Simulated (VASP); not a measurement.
A run of VASP 6.6.1 is set up as follows.

File INCAR:

```
SYSTEM = Cu
ALGO = Normal
EDIFF = 1E-6
ENCUT = 520
GGA = PE
ISIF = 2
ISMEAR = 0
LASPH = .TRUE.
LCHARG = .FALSE.
LREAL = .FALSE.
LWAVE = .FALSE.
NBANDS = 12
NELM = 60
PREC = Accurate
SIGMA = 0.1
```

File KPOINTS:

```
k-points
0
G
  20 20 20
  0 0 0
```

The input POSCAR:

```
Cu
1.0
    0.0000000000      1.8148741281      1.8148741281
    1.8148741281      0.0000000000      1.8148741281
    1.8148741281      1.8148741281      0.0000000000
Cu
1
Direct
    0.0000000000      0.0000000000      0.0000000000
```

Potentials or basis: VASP PAW PBE potentials, release 64 (Cu).

Launch:

```console
$ cat potpaw_PBE.64/Cu/POTCAR > POTCAR
$ mpirun -np 1 vasp_std > vasp.out
```

Question: What does it give for the pressure?

Answer: 0.6 GPa.
